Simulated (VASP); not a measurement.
Here is a VASP 6.6.1 calculation.

INCAR

```
PREC = Accurate
ENCUT = 520
EDIFF = 1E-6
ISMEAR = -1
SIGMA = 0.08
LREAL = F
LASPH = T
NELM = 80
ALGO = Normal
ISIF = 2
LWAVE = F
LCHARG = T
GGA = PE
LELF = T
LVHAR = T
NBANDS = 16
```

KPOINTS

```
Automatic mesh
0
Gamma
  12 12 7
```

File POSCAR:

```
K
1.0
    3.7669651066      0.0000000000      0.0000000000
   -1.8834825533      3.2622874775      0.0000000000
    0.0000000000      0.0000000000      6.1165656616
K
2
Direct
    0.3333333333      0.6666666667      0.2500000000
    0.6666666667      0.3333333333      0.7500000000
```

Potentials or basis: VASP PAW PBE potentials, release 64 (K_sv).

Launch:

```sh
$ cat potpaw_PBE.64/K_sv/POTCAR > POTCAR
$ mpirun -np 1 vasp_std > vasp.out
```

(1) Estimate the band gap on the k mesh.

(2) Predict the pressure.

Results:

(1) zero (bands 9 and 10 overlap by 2.68 eV).

(2) 8.4 GPa.

Caveat: the cell stands under pressure.
